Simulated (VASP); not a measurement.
Input of a VASP 6.6.1 run:

File INCAR:

```
ALGO = Normal ; EDIFF = 1E-6
EDIFFG = -0.04 ; ENCUT = 600
GGA = PE ; IBRION = 2
ISIF = 3 ; ISMEAR = 0
LASPH = T ; LCHARG = F
LREAL = F ; LWAVE = F
NELM = 100 ; NSW = 90
PREC = Accurate ; SIGMA = 0.1
```

The input KPOINTS:

```
k-points
0
Gamma
  6 6 2
```

File POSCAR:

```
GaN
1.0
    3.0110769700      0.0000000000      0.0000000000
   -1.5055384900      2.6076691500      0.0000000000
    0.0000000000      0.0000000000     14.7511913500
Ga N
6 6
Direct
    0.0000000000      0.0000000000      0.1875000000
    0.0000000000      0.0000000000      0.6875000000
    0.3333333300      0.6666666700      0.5208299800
    0.6666666700      0.3333333300      0.0208299800
    0.3333333300      0.6666666700      0.8541700200
    0.6666666700      0.3333333300      0.3541700200
    0.0000000000      0.0000000000      0.3125000000
    0.0000000000      0.0000000000      0.8125000000
    0.3333333300      0.6666666700      0.9791700200
    0.6666666700      0.3333333300      0.4791700200
    0.3333333300      0.6666666700      0.6458299800
    0.6666666700      0.3333333300      0.1458299800
```

Potentials or basis: VASP PAW PBE potentials, release 64 (Ga_d, N).

Run with:

```console
$ cat potpaw_PBE.64/Ga_d/POTCAR potpaw_PBE.64/N/POTCAR > POTCAR
$ mpirun -np 1 vasp_std > vasp.out
```

(1) Estimate the relaxed cell.

(2) Predict the band gap on the k mesh.

(3) Predict the relaxed volume.

(4) What does it give for the space group after relaxing (to 0.1 Å)?

Results:

(1) a = 3.218 Å, b = 3.218 Å, c = 15.769 Å, α = 90.00°, β = 90.00°, γ = 120.00°.

(2) 1.58 eV.

(3) 11.79 Å³/atom.

(4) P6_3mc (No. 186).

Caveat: the volume moved by over 15 % at a fixed basis, so the end points are rough.
